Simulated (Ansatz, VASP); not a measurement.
**One calculation of MgO, two programs**

```
Mg O
1.0
     0.00000    2.21379    2.10217
     2.10217    0.00000    2.10217
     2.10217    2.21379    0.00000
Mg O
1 1
Direct
  0.00000 0.00000 0.00000
  0.50000 0.50000 0.50000
```

Change from the starting cell: uniaxial_y strain +5.3%.

Alike in both runs: task single point; functional r2SCAN; k mesh 10 × 10 × 10; no spin polarisation.

|  | VASP | Ansatz |
| --- | --- | --- |
| version | VASP 6.6.1 | Ansatz 0.2.0 |
| potentials or method | VASP PAW PBE potentials, release 64 (Mg_sv, O) | plane waves, PAW |
| plane-wave cutoff (eV) | 660 | 500 |
| occupations | gaussian, width 0.01 eV | fixed |
| valence electrons in the cell | 16 | 16 |

Ansatz gave:

* gap on the k mesh at the Fermi level (eV): 5.09
* pressure (GPa): -7.0
* traceless stress, the component that is largest in VASP (GPa): -4.96

Question: Estimate VASP's values.

Answer: gap on the k mesh at the Fermi level (eV): 5.12; pressure (GPa): -7.3; traceless stress, the component that is largest in VASP (GPa): -5.23.

VASP's potentials were made for PBE, not for r2SCAN.
